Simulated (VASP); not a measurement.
Set up this calculation in VASP 6.6.1, as the native input.

| Item | Value |
| --- | --- |
| Task | single point |
| Functional | PBEsol |
| Potentials or basis | VASP PAW PBE potentials, release 64 (Na_pv) |
| Cutoff | 520 eV |
| k mesh | 14 × 14 × 8 |
| Occupations | fermi-dirac, width 0.1 eV |
| Spin | no spin polarisation |
| Dipole correction | no |
| Further INCAR settings | ALGO = Normal; EDIFF = 1e-07; NBANDS = 14 |

The structure of Na lies in POSCAR:

```
Na
1.0
    3.7186209827      0.0000000000      0.0000000000
   -1.8593104914      3.2204202381      0.0000000000
    0.0000000000      0.0000000000      6.0740300452
Na
2
Direct
    0.3333333333      0.6666666667      0.2500000000
    0.6666666667      0.3333333333      0.7500000000
```

This isn't the form of Na at room conditions, which is bcc.

One way to write it, as run:

INCAR

```
SYSTEM = Na
PREC = Accurate
ENCUT = 520
EDIFF = 1E-7
ISMEAR = -1
SIGMA = 0.1
LREAL = .FALSE.
LASPH = .TRUE.
NELM = 80
ALGO = Normal
ISIF = 2
LWAVE = .FALSE.
LCHARG = .FALSE.
GGA = PS
NBANDS = 14
```

KPOINTS

```
Automatic mesh
0
G
  14 14 8
  0 0 0
```

Potentials or basis: VASP PAW PBE potentials, release 64 (Na_pv).

Launch:

```bash
$ cat potpaw_PBE.64/Na_pv/POTCAR > POTCAR
$ mpirun -np 1 vasp_std > vasp.out
```

Results of the run:

```yaml
Pressure: 0.0 GPa
Band_gap_on_the_k_mesh: zero (bands 7 and 8 overlap by 4.14 eV)
```

Caveat: the PAW data sets were made with another functional, which shifts forces and pressure a little.

It took 83 s on 1 thread of Intel(R) Xeon(R) Platinum 8488C (Sapphire Rapids), on a shared host, peak memory 0.23 GiB.
